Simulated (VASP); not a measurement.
# Pd (Im-3m) in VASP: settings compared

Aim: see how the results for Pd move with the level of theory and the settings. Levels: PBEsol, PBEsol+D4. Tasks: relaxation of cell and atoms, single point.

All numbers are computed with VASP 6.6.1; they aren't measurements. Logs are shortened: lines on timing, memory, paths and dates and some standing lists are left out, and cuts for length are marked.

### Step 1. The cell of the first run

It takes space group Im-3m (No. 229, cubic). Conventional cell: a = 3.145 Å, b = 3.145 Å, c = 3.145 Å, α = 90.00°, β = 90.00°, γ = 90.00°. Within 3.6 Å of Pd (site symmetry m-3m) lie 14 Pd at 2.72 to 3.14 Å.

### Step 2. Relaxation of cell and atoms, PBEsol, target pressure 10 GPa, at which the enthalpy is minimised

INCAR

```
  PREC = Accurate
  ENCUT = 600
  EDIFF = 1E-6
  ISMEAR = -1
  SIGMA = 0.05
  LREAL = False
  LASPH = True
  NELM = 80
  ALGO = Normal
  ISIF = 3
  LWAVE = False
  LCHARG = False
  GGA = PS
  IBRION = 2
  NSW = 60
  EDIFFG = -0.01
  PSTRESS = 100.0
```

KPOINTS

```
Automatic mesh
0
Gamma
  12 12 12
```

POSCAR

```
Pd
1.0
   -1.5722810000      1.5722810000      1.5722810000
    1.5722810000     -1.5722810000      1.5722810000
    1.5722810000      1.5722810000     -1.5722810000
Pd
1
Direct
    0.0000000000      0.0000000000      0.0000000000
```

Potentials or basis: VASP PAW PBE potentials, release 64 (Pd).

Launch:

```sh
cat potpaw_PBE.64/Pd/POTCAR > POTCAR
mpirun -np 1 vasp_std > vasp.out
```

OUTCAR:

```text
PREC = Accurate
   ENCUT = 600
   EDIFF = 1E-6
   ISMEAR = -1
   LREAL = False
   LASPH = True
   NELM = 80
   ISIF = 3
   GGA = PS
   IBRION = 2
   NSW = 60
   EDIFFG = -0.01
   PSTRESS = 100.0

 ion  position               nearest neighbor table
   1  0.000  0.000  0.000-

  LATTYP: Found a body centered cubic cell.
 ALAT       =     3.1445620000

  Lattice vectors:

 A1 = (  -1.5722810000,   1.5722810000,   1.5722810000)
 A2 = (   1.5722810000,  -1.5722810000,   1.5722810000)
 A3 = (   1.5722810000,   1.5722810000,  -1.5722810000)

Analysis of symmetry for initial positions (statically):
=====================================================================
 Subroutine PRICEL returns:
 Original cell was already a primitive cell.

 Routine SETGRP: Setting up the symmetry group for a
 body centered cubic supercell.

 Subroutine GETGRP returns: Found 48 space group operations
[... 9 lines left out ...]

 Routine SETGRP: Setting up the symmetry group for a
 body centered cubic supercell.

 Subroutine GETGRP returns: Found 48 space group operations
[... 11 lines left out ...]
                                     Primitive cell

  volume of cell :      15.5471

  direct lattice vectors                    reciprocal lattice vectors
    -1.572281000  1.572281000  1.572281000     0.000000000  0.318009313  0.318009313
     1.572281000 -1.572281000  1.572281000     0.318009313  0.000000000  0.318009313
     1.572281000  1.572281000 -1.572281000     0.318009313  0.318009313  0.000000000

  length of vectors
     2.723270576  2.723270576  2.723270576     0.449733083  0.449733083  0.449733083

  position of ions in fractional coordinates (direct lattice)
     0.000000000  0.000000000  0.000000000

  ion indices of the primitive-cell ions
   primitive index   ion index
                 1           1

----------------------------------------------------------------------------------------

 KPOINTS: Automatic mesh

Automatic generation of k-mesh.
 Grid dimensions read from file:
 generate k-points for:   12   12   12

 Generating k-lattice:

  Cartesian coordinates                     Fractional coordinates (reciprocal lattice)
     0.000000000  0.026500776  0.026500776     0.083333333  0.000000000  0.000000000
     0.026500776  0.000000000  0.026500776     0.000000000  0.083333333  0.000000000
     0.026500776  0.026500776  0.000000000     0.000000000  0.000000000  0.083333333

  Length of vectors
     0.037477757  0.037477757  0.037477757

  Shift w.r.t. Gamma in fractional coordinates (k-lattice)
     0.000000000  0.000000000  0.000000000

 Subroutine IBZKPT returns following result:
 ===========================================

 Found     72 irreducible k-points:

 Following reciprocal coordinates:
            Coordinates               Weight
  0.000000  0.000000  0.000000      1.000000
  0.083333  0.000000  0.000000     12.000000
  0.166667  0.000000  0.000000     12.000000
  0.250000  0.000000  0.000000     12.000000
  0.333333  0.000000  0.000000     12.000000
  0.416667  0.000000  0.000000     12.000000
[... 16 lines left out ...]
  0.333333  0.083333  0.083333     24.000000
  0.416667  0.083333  0.083333     12.000000
 [... further k-points ...]
   k-points           NKPTS =     72   k-points in BZ     NKDIM =     72   number of bands    NBANDS=      9
   number of dos      NEDOS =    301   number of ions     NIONS =      1
   total plane-waves  NPLWV =  13824
   dimension x,y,z NGX =    24 NGY =   24 NGZ =   24
   dimension x,y,z NGXF=    48 NGYF=   48 NGZF=   48
   ions per type =               1
   NGX,Y,Z   is equivalent  to a cutoff of  14.65, 14.65, 14.65 a.u.
   NGXF,Y,Z  is equivalent  to a cutoff of  29.30, 29.30, 29.30 a.u.
 SYSTEM =  unknown system
   PREC   = accura    normal or accurate (medium, high low for compatibility)
   ISTART =      0    job   : 0-new  1-cont  2-samecut
   ICHARG =      2    charge: 1-file 2-atom 10-const
   ISPIN  =      1    spin polarized calculation?
   LNONCOLLINEAR =      F non collinear calculations
   LSORBIT =      F    spin-orbit coupling
   LASPH  =      T    aspherical Exc in radial PAW
   ENCUT  =  600.0 eV  44.10 Ry    6.64 a.u.   5.44  5.44  5.44*2*pi/ulx,y,z
   NELM   =     80;   NELMIN=  2; NELMDL= -5     # of ELM steps
   EDIFF  = 0.1E-05   stopping-criterion for ELM
   LREAL  =      F    real-space projection
   EDIFFG = -.1E-01   stopping-criterion for IOM
   NSW    =     60    number of steps for IOM
   IBRION =      2    ionic relax: 0-MD 1-quasi-New 2-CG
   NFREE  =      1    steps in history (QN), initial steepest desc. (CG)
   ISIF   =      3    stress and relaxation
   ISYM   =      2    0-nonsym 1-usesym 2-fastsym
   POTIM  = 0.5000    time-step for ionic-motion
   TEBEG  =    0.0;   TEEND  =   0.0 temperature during run
   PSTRESS=  100.0 pullay stress
   NELECT =      10.0000    total number of electrons
   NUPDOWN=      -1.0000    fix difference up-down
   EMIN   =  10.00;   EMAX   =-10.00  energy-range for DOS
   EFERMI =   0.00;   METHOD = LEGACY
   ISMEAR =    -1;   SIGMA  =   0.05  broadening in eV -4-tet -1-fermi 0-gaus
   EFERMI_NEDOS =   21; number of points for ismear=-14 and -15
   IALGO  =     38    algorithm
   IMIX   =      4    mixing-type and parameters
     AMIX     =   0.40;   BMIX     =  1.00
     AMIX_MAG =   1.60;   BMIX_MAG =  1.00
  volume/ion in A,a.u.               =      15.55       104.92
  Fermi-wavevector in a.u.,A,eV,Ry     =   1.413160  2.670485 27.171123  1.997021
  Thomas-Fermi vector in A             =   2.534834
   LORBIT       =      0    0 simple, 1 ext, 2 COOP (PROOUT), +10 PAW based schemes
   GGA     = PS    functional components
   LHFCALC =     F    Hartree Fock is set to
   AEXX    =    0.0000 exact exchange contribution
   IVDW    =     0    specifies the selected vdW correction
   LEPSILON=     F    determine dielectric tensor
   LRPA    =     F    only Hartree local field effects (RPA)
 conjugate gradient relaxation of ions
 non-spin polarized calculation
  energy-cutoff  :      600.00
  volume of cell :       15.55
 maximum number of plane-waves:       539
 NGX is ok and might be reduce to    24
   NGX = 11   NGY = 11   NGZ = 11

--------------------------------------- Ionic step        1  -------------------------------------------

 number of electron      10.0000002 magnetization

 Free energy of the ion-electron system (eV)
  ---------------------------------------------------
  ext. energy  EPLUGINS =         0.00000000
  ---------------------------------------------------
  free energy    TOTEN  =        -5.88474951 eV

  energy without entropy =       -5.87432243  energy(sigma->0) =       -5.87953597

 E-fermi :   8.7337     XC(G=0): -13.0510

 val. band max:        8.7266725671   @ k =  -0.4167   0.4167   0.4167
 cond. band min:       8.8111299796   @ k =  -0.4167   0.4167   0.2500
 fundamental gap:      0.0844574125
 Fermi energy:         8.7337422106

 k-point     1 :       0.0000    0.0000    0.0000
  band No.  band energies     occupation
      1       1.9273      2.00000
      2       6.0115      2.00000
      3       6.0115      2.00000
      4       6.0115      2.00000
      5       7.8806      2.00000
      6       7.8806      2.00000
      7      27.9593      0.00000
      8      27.9593      0.00000
      9      27.9593      0.00000
[... 423 lines left out ...]
--------------------------------------- Ionic step        5  -------------------------------------------

 number of electron      10.0000001 magnetization

 Free energy of the ion-electron system (eV)
  ---------------------------------------------------
  ext. energy  EPLUGINS =         0.00000000
  ---------------------------------------------------
  free energy    TOTEN  =        -5.89692826 eV

  energy without entropy =       -5.88843113  energy(sigma->0) =       -5.89267970

 E-fermi :  10.4957     XC(G=0): -13.7043

 val. band max:       10.4880575680   @ k =  -0.2500   0.2500   0.1667
 cond. band min:      10.4959427970   @ k =  -0.4167   0.4167   0.3333
 fundamental gap:      0.0078852290
 Fermi energy:        10.4957415359

 k-point     1 :       0.0000    0.0000    0.0000
  band No.  band energies     occupation
      1       2.8861      2.00000
      2       7.2997      2.00000
      3       7.2997      2.00000
      4       7.2997      2.00000
      5       9.4878      2.00000
      6       9.4878      2.00000
      7      29.9543      0.00000
      8      29.9543      0.00000
      9      29.9543      0.00000
[... 308 lines left out ...]
  energy  without entropy=       -5.8884311325  energy(sigma->0) =       -5.89267970

  enthalpy is  TOTEN    =        -5.0234861793 eV   P V=        0.8734420792

 reached required accuracy - stopping structural energy minimisation
```

CONTCAR:

```text
Pd
   1.00000000000000
    -1.5180808457145725    1.5180808457145725    1.5180808457145725
     1.5180808457145725   -1.5180808457145725    1.5180808457145725
     1.5180808457145725    1.5180808457145725   -1.5180808457145725
  Pd
     1
Direct
     0.0000000000000000    0.0000000000000000    0.0000000000000000

  0.00000000E+00  0.00000000E+00  0.00000000E+00
```

Run time: 15 s. Hardware: 1 thread of Intel Xeon 6975P-C (Granite Rapids), shared host; peak memory 0.15 GiB.

Results:

| Item | Value |
| --- | --- |
| Free energy | -5.8969 eV |
| Relaxed volume | 13.99 Å³/atom |
| Relaxed cell | a = 2.629 Å, b = 2.629 Å, c = 2.629 Å, α = 109.47°, β = 109.47°, γ = 109.47° |
| Space group after relaxing (to 0.05 Å) | Im-3m (No. 229) |
| Energy change on relaxing (the enthalpy is what falls) | -12.2 meV/atom |
| Ionic steps | 5 |
| Pressure after relaxing | 10.1 GPa |
| Band gap on the k mesh | zero (band 5 reaches 11.22 eV, above the bottom of band 6 at 9.36 eV) |

Step by step:
| step | energy change (eV) | largest force (eV/Å) | pressure (GPa) | volume (Å³) |
| --- | --- | --- | --- | --- |
| 1 | 0.0000 | 0.0000 | -10.29 | 15.55 |
| 2 | 0.6520 | 0.0000 | 90.18 | 11.52 |
| 3 | -0.0176 | 0.0000 | 8.43 | 14.09 |
| 4 | -0.0140 | 0.0000 | 9.54 | 14.02 |
| 5 | -0.0122 | 0.0000 | 10.09 | 13.99 |

Final structure:
```xyz
1
Lattice="-1.5181 1.5181 1.5181 1.5181 -1.5181 1.5181 1.5181 1.5181 -1.5181" Properties=species:S:1:pos:R:3 pbc="T T T"
Pd    0.0000    0.0000    0.0000
```

Caveat: the cell is relaxed towards a set pressure, so the enthalpy falls and the energy may rise; the PAW data sets were made with another functional, which shifts forces and pressure a little.

### Step 3. Relaxation of cell and atoms, PBEsol, target pressure 20 GPa, at which the enthalpy is minimised

INCAR

```
ALGO = Fast
EDIFF = 1E-6
EDIFFG = -0.01
ENCUT = 600
GGA = PS
IBRION = 2
ISIF = 3
ISMEAR = -1
LASPH = T
LCHARG = F
LREAL = F
LWAVE = F
NELM = 80
NSW = 60
PREC = Accurate
PSTRESS = 200.0
SIGMA = 0.05
```

KPOINTS

```
k-points
0
Gamma
  12 12 12
```

POSCAR is that of step 2.

Potentials or basis: VASP PAW PBE potentials, release 64 (Pd).

Launch:

```sh
cat potpaw_PBE.64/Pd/POTCAR > POTCAR
mpirun -np 1 vasp_std > vasp.out
```

It took 35 s on 1 thread of Intel Xeon 6975P-C (Granite Rapids), shared host; peak memory 0.15 GiB.

It converged, with:

```
Free energy                                            : -5.8515 eV
Relaxed volume                                         : 13.50 Å³/atom
Relaxed cell                                           : a = 2.598 Å, b = 2.598 Å, c = 2.598 Å, α = 109.47°, β = 109.47°, γ = 109.47°
Space group after relaxing (to 0.05 Å)                 : Im-3m (No. 229)
Energy change on relaxing (the enthalpy is what falls) : +33.3 meV/atom
Ionic steps                                            : 18
Pressure after relaxing                                : 20.0 GPa
Band gap on the k mesh                                 : zero (band 5 reaches 11.92 eV, above the bottom of band 6 at 9.94 eV)
```

The path:
| step | energy change (eV) | largest force (eV/Å) | pressure (GPa) | volume (Å³) |
| --- | --- | --- | --- | --- |
| 1 | 0.0000 | 0.0000 | -10.30 | 15.55 |
| 2 | 2.2377 | 0.0000 | 226.70 | 9.83 |
| 3 | 0.0109 | 0.0000 | 15.79 | 13.71 |
| 4 | 0.0234 | 0.0000 | 18.06 | 13.59 |
| 5 | 0.0352 | 0.0000 | 20.28 | 13.49 |
| 6 | 0.0303 | 0.0000 | 19.47 | 13.53 |
| 7 | 0.0304 | 0.0000 | 19.46 | 13.53 |
| 8 | 0.0309 | 0.0000 | 19.55 | 13.52 |
| 9 | 0.0309 | 0.0000 | 19.54 | 13.52 |
| 10 | 0.0309 | 0.0000 | 19.54 | 13.52 |
| 11 | 0.0309 | 0.0000 | 19.55 | 13.52 |
| 12 | 0.0310 | 0.0000 | 19.56 | 13.52 |
| 13 | 0.0311 | 0.0000 | 19.57 | 13.52 |
| 14 | 0.0313 | 0.0000 | 19.62 | 13.52 |
| 15 | 0.0317 | 0.0000 | 19.70 | 13.52 |
| 16 | 0.0325 | 0.0000 | 19.85 | 13.51 |
| 17 | 0.0341 | 0.0000 | 20.15 | 13.50 |
| 18 | 0.0333 | 0.0000 | 19.97 | 13.50 |

Final structure:
```yaml
crystal:
  lattice:
    - [-1.50015, 1.50015, 1.50015]
    - [1.50015, -1.50015, 1.50015]
    - [1.50015, 1.50015, -1.50015]
  atoms:
    - { symbol: Pd, position: [0.00000, 0.00000, 0.00000] }
```

Levels at points of the mesh, in eV from the Fermi level:
```tsv
k point	band 3	band 4	band 5	band 6	band 7	band 8
(0.00, 0.00, 0.00)	-3.37	-3.37	-1.07	-1.07	19.51	19.51
(0.50, 0.00, 0.00)	-1.14	-0.77	0.78	1.20	8.76	15.30
(0.50, 0.50, 0.50)	0.32	0.32	0.32	9.54	9.54	9.54
```

Caveat: the cell is relaxed towards a set pressure, so the enthalpy falls and the energy may rise; the PAW data sets were made with another functional, which shifts forces and pressure a little.

### Step 4. Relaxation of cell and atoms, PBEsol, target pressure 30 GPa, at which the enthalpy is minimised

INCAR

```
SYSTEM = Pd
ALGO = Fast
EDIFF = 1E-6
EDIFFG = -0.01
ENCUT = 600
GGA = PS
IBRION = 2
ISIF = 3
ISMEAR = -1
LASPH = .TRUE.
LCHARG = .FALSE.
LREAL = .FALSE.
LWAVE = .FALSE.
NELM = 100
NSW = 60
PREC = Accurate
PSTRESS = 300.0
SIGMA = 0.05
```

KPOINTS

```
k-points
0
G
  12 12 12
  0 0 0
```

POSCAR is that of step 3.

Launch:

```sh
cat potpaw_PBE.64/Pd/POTCAR > POTCAR
mpirun -np 1 vasp_std > vasp.out
```

It took 32 s on 1 thread of Intel Xeon 6975P-C (Granite Rapids), shared host; peak memory 0.16 GiB.

Results (log left out):

```yaml
Free_energy: -5.7888 eV
Relaxed_volume: 13.10 Å³/atom
Relaxed_cell: a = 2.572 Å, b = 2.572 Å, c = 2.572 Å, α = 109.47°, β = 109.47°, γ = 109.47°
Space_group_after_relaxing_to_0.05_Å: Im-3m (No. 229)
Energy_change_on_relaxing_the_enthalpy_is_what_falls: +96.0 meV/atom
Ionic_steps: 20
Pressure_after_relaxing: 29.9 GPa
Band_gap_on_the_k_mesh: zero (band 5 reaches 12.54 eV, above the bottom of band 6 at 10.45 eV)
```

Step by step:
| step | energy change (eV) | largest force (eV/Å) | pressure (GPa) | volume (Å³) |
| --- | --- | --- | --- | --- |
| 1 | 0.0000 | 0.0000 | -10.30 | 15.55 |
| 2 | 5.4815 | 0.0000 | 488.61 | 8.30 |
| 3 | 0.0382 | 0.0000 | 21.23 | 13.47 |
| 4 | 0.0640 | 0.0000 | 24.95 | 13.29 |
| 5 | 0.1043 | 0.0000 | 30.87 | 13.05 |
| 6 | 0.0954 | 0.0000 | 29.84 | 13.10 |
| 7 | 0.0954 | 0.0000 | 29.82 | 13.10 |
| 8 | 0.0954 | 0.0000 | 29.81 | 13.10 |
| 9 | 0.0954 | 0.0000 | 29.81 | 13.10 |
| 10 | 0.0954 | 0.0000 | 29.81 | 13.10 |
| 11 | 0.0954 | 0.0000 | 29.81 | 13.10 |
| 12 | 0.0954 | 0.0000 | 29.81 | 13.10 |
| 13 | 0.0955 | 0.0000 | 29.81 | 13.10 |
| 14 | 0.0955 | 0.0000 | 29.81 | 13.10 |
| 15 | 0.0955 | 0.0000 | 29.81 | 13.10 |
| 16 | 0.0955 | 0.0000 | 29.81 | 13.10 |
| 17 | 0.0955 | 0.0000 | 29.81 | 13.10 |
| 18 | 0.0956 | 0.0000 | 29.82 | 13.10 |
| 19 | 0.0957 | 0.0000 | 29.84 | 13.10 |
| 20 | 0.0960 | 0.0000 | 29.89 | 13.10 |

Final structure:
```
CELL_PARAMETERS angstrom
-1.48499 1.48499 1.48499
1.48499 -1.48499 1.48499
1.48499 1.48499 -1.48499
ATOMIC_POSITIONS crystal
Pd 0.00000 0.00000 0.00000
```

Levels at points of the mesh, in eV from the Fermi level:
```csv
k point,band 3,band 4,band 5,band 6,band 7,band 8
"(0.00, 0.00, 0.00)",-3.53,-3.53,-1.12,-1.12,19.55,19.55
"(0.50, 0.00, 0.00)",-1.19,-0.80,0.83,1.15,9.06,15.35
"(0.50, 0.50, 0.50)",0.34,0.34,0.34,9.67,9.67,9.67
```

Caveat: the cell is relaxed towards a set pressure, so the enthalpy falls and the energy may rise; the volume moved by over 15 % at a fixed basis, so the end points are rough; the PAW data sets were made with another functional, which shifts forces and pressure a little.

### Step 5. Single point, PBEsol+D4

INCAR

```
PREC = Accurate
ENCUT = 520
EDIFF = 1E-6
ISMEAR = -1
SIGMA = 0.02
LREAL = False
LASPH = True
NELM = 100
ALGO = Normal
ISIF = 2
LWAVE = False
LCHARG = True
GGA = PS
IVDW = 13
LELF = True
LVHAR = True
NBANDS = 11
```

KPOINTS

```
regular mesh
0
Gamma
  12 12 12
```

POSCAR

```
Pd
1.0
    2.7232705800      0.0000000000      0.0000000000
   -0.9077568598      2.5675241256      0.0000000000
   -0.9077568598     -1.2837620624      2.2235411178
Pd
1
Direct
    0.0000000000      0.0000000000      0.0000000000
```

Launch:

```sh
cat potpaw_PBE.64/Pd/POTCAR > POTCAR
mpirun -np 1 vasp_std > vasp.out
```

Run time: 7.4 s. Hardware: 1 thread of Intel Xeon Platinum 8259CL at 2.50GHz (Skylake/Cascade Lake), shared host; peak memory 0.13 GiB.

It converged, with:

- Free energy: -6.1530 eV
- Pressure: -13.1 GPa
- Band gap on the k mesh: zero (band 5 reaches 9.31 eV, above the bottom of band 6 at 7.77 eV)
- Dispersion energy per atom: -0.273 eV

Levels at points of the mesh, in eV from the Fermi level:
| k point | band 2 | band 3 | band 4 | band 5 | band 6 | band 7 | band 8 | band 9 |
| --- | --- | --- | --- | --- | --- | --- | --- | --- |
| (0.00, 0.00, 0.00) | -2.71 | -2.71 | -2.71 | -0.84 | -0.84 | 19.24 | 19.24 | 19.24 |
| (0.50, 0.00, 0.00) | -3.83 | -0.92 | -0.63 | 0.59 | 1.44 | 7.51 | 14.98 | 17.29 |
| (0.50, 0.50, 0.50) | -4.81 | 0.23 | 0.23 | 0.23 | 8.99 | 8.99 | 8.99 | 16.84 |

Caveat: the PAW data sets were made with another functional, which shifts forces and pressure a little; pairwise dispersion overbinds metals, which lowers pressure and volume.

### Step 6. Summary

```tsv
task	level	cell	cutoff (eV)	smearing	gap on the mesh (eV)	pressure (GPa)
relaxation of cell and atoms	PBEsol	relaxed to 10 GPa from a = 2.723 Å, angles 109.5°, 1 atom	600	fermi-dirac 0.05 eV	none	10.1
relaxation of cell and atoms	PBEsol	relaxed to 20 GPa from a = 2.723 Å, angles 109.5°, 1 atom	600	fermi-dirac 0.05 eV	none	20.0
relaxation of cell and atoms	PBEsol	relaxed to 30 GPa from a = 2.723 Å, angles 109.5°, 1 atom	600	fermi-dirac 0.05 eV	none	29.9
single point	PBEsol+D4	a = 2.723 Å, angles 109.5°, 1 atom	520	fermi-dirac 0.02 eV	none	-13.1
```

Alike in all rows: potentials or basis VASP PAW PBE potentials, release 64 (Pd); no spin polarisation; k mesh 12 × 12 × 12.

Caveats: the PAW data sets were made with another functional, which shifts forces and pressure a little; the cell is relaxed towards a set pressure, so the enthalpy falls and the energy may rise (some runs); the volume moved by over 15 % at a fixed basis, so the end points are rough (some runs); pairwise dispersion overbinds metals, which lowers pressure and volume (some runs).

Total energies depend on the potentials used, so only differences within one code and one set of settings carry meaning.
